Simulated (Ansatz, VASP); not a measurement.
**HgTe: VASP beside Ansatz**

```
Hg Te
1.0
     0.00000    2.89229    2.92150
     2.89229    0.00000    2.92150
     2.89229    2.89229    0.00000
Hg Te
1 1
Direct
  0.00000 0.00000 0.00000
  0.50000 0.50000 0.50000
```

Change from the starting cell: equal xx and yy strain of -1 %, crystal datasets.

Alike in both runs: task electric field gradients; functional PBEsol; k mesh 12 × 12 × 12; occupations fermi-dirac, width 0.08 eV; no spin polarisation.

```csv
,VASP,Ansatz
version,VASP 6.6.1,Ansatz 0.2.0
potentials or method,"VASP PAW PBE potentials, release 64 (Hg, Te), cutoff 520 eV","all-electron PAW with datasets made for the crystal, scalar-relativistic"
```

|  | VASP | Ansatz | Ansatz less VASP |
| --- | --- | --- | --- |
| pressure (GPa) | 8.3 | 8.0 | -0.34 |
| traceless stress, the component that is largest in VASP (GPa) | -0.75 | -0.73 | +0.023 |
| size of Vzz on the site where it differs most (V/Å²) | 17.7 | 10.6 | -7.15 |

VASP's potentials were made for PBE, not for PBEsol. Ansatz ran all-electron here, and VASP with PAW potentials.

Spin-orbit coupling is off throughout.
